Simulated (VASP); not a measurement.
ScAlN2:

```
Sc N Al
1.0
     3.04461    0.00000    0.00000
     0.00000    3.04461    0.00000
     0.00000    0.00000    4.31898
Sc N Al
1 2 1
Direct
  0.00000 0.00000 0.00000
  0.00000 0.00000 0.50000
  0.50000 0.50000 0.00000
  0.50000 0.50000 0.50000
```

Program: VASP 6.6.1. Alike in all runs: task single point; potentials or basis VASP PAW PBE potentials, release 64 (Sc_sv, N, Al); no spin polarisation; cell as given; k mesh 4 × 4 × 4; cutoff (eV) 520; smearing gaussian 0.01 eV.

Task: Order these runs on this cell by their band gap on the k mesh, lowest first.
A. level HSE06; grid for exact exchange (PRECFOCK) Normal; screening parameter 0.2079 1/Å
B. level PBE
C. level r2SCAN

Result: B (0.64 eV), C (1.10 eV), A (1.83 eV).

Caveats: all runs use coarse meshes.

A k mesh can miss the band edges.
